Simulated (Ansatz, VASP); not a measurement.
Nb: VASP beside Ansatz

```
Nb
1.0
    -1.68891    1.68891    1.63899
     1.68891   -1.68891    1.63899
     1.68891    1.68891   -1.63899
Nb
1
Direct
  0.00000 0.00000 0.00000
```

Change from the starting cell: strain +0.015 along x and y, -0.015 along z, atoms carried along.

Alike in both runs: task single point; functional PBEsol; k mesh 20 × 20 × 20; occupations gaussian, width 0.15 eV; no spin polarisation.

```csv
,VASP,Ansatz
version,VASP 6.6.1,Ansatz 0.2.0
potentials or method,"VASP PAW PBE potentials, release 64 (Nb_sv), cutoff 520 eV","scalar-relativistic, plane waves, PAW"
valence electrons in the cell,13,13
```

VASP gave:

* gap on the k mesh at the Fermi level (eV): none
* pressure (GPa): -10.8
* traceless stress, the component that is largest in VASP (GPa): 1.87

Problem. What did Ansatz give for the same quantities?

Solution. gap on the k mesh at the Fermi level (eV): none; pressure (GPa): -10.5; traceless stress, the component that is largest in VASP (GPa): 1.87.

VASP's potentials were made for PBE, not for PBEsol. A gap of «none» marks a metal or a gap that the smearing closes. The functional is the same, so the differences come from potentials, cutoffs and numerics.
